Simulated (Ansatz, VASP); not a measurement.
## Sb: VASP and Ansatz over several settings

```
CELL_PARAMETERS angstrom
-1.89597 1.89597 1.89597
1.89597 -1.89597 1.89597
1.89597 1.89597 -1.89597
ATOMIC_POSITIONS crystal
Sb 0.00000 0.00000 0.00000
```

Single points on this cell with VASP 6.6.1 and Ansatz 0.2.0. Each row is one pair of runs. Alike in all rows: spin: off; smearing: fermi-dirac, width 0.05 eV.

| level | k mesh | VASP's potentials, cutoff | Ansatz's potentials, cutoff | gap on the k mesh at the Fermi level (eV), VASP | gap on the k mesh at the Fermi level (eV), Ansatz | pressure (GPa), VASP | pressure (GPa), Ansatz |
| --- | --- | --- | --- | --- | --- | --- | --- |
| r2SCAN | 10 × 10 × 10 | VASP PAW PBE potentials, release 64 (Sb), 520 eV | Ansatz PAW, 500 eV | none | none | -0.2 | -0.1 |
| LDA | 10 × 10 × 10 | VASP PAW LDA potentials, release 64 (Sb), 520 eV | Ansatz PAW, 420 eV | none | none | -3.5 | -3.6 |
| PBE0 | 6 × 6 × 6 | VASP PAW PBE potentials, release 64 (Sb_d_GW), 400 eV | Ansatz PAW, 420 eV | none | none | -2.2 | -1.8 |

Pressure (GPa): the two programs differ by at most 0.48.

VASP's potentials hold 5 valence electrons a cell and Ansatz's 15 in some rows, so a difference there can come from the potentials and not from the codes.

A gap of «none» marks a metal or a gap that the smearing closes.

The k mesh is coarse in some rows, so the values compare programs but aren't converged. Neither program's run includes spin-orbit coupling.
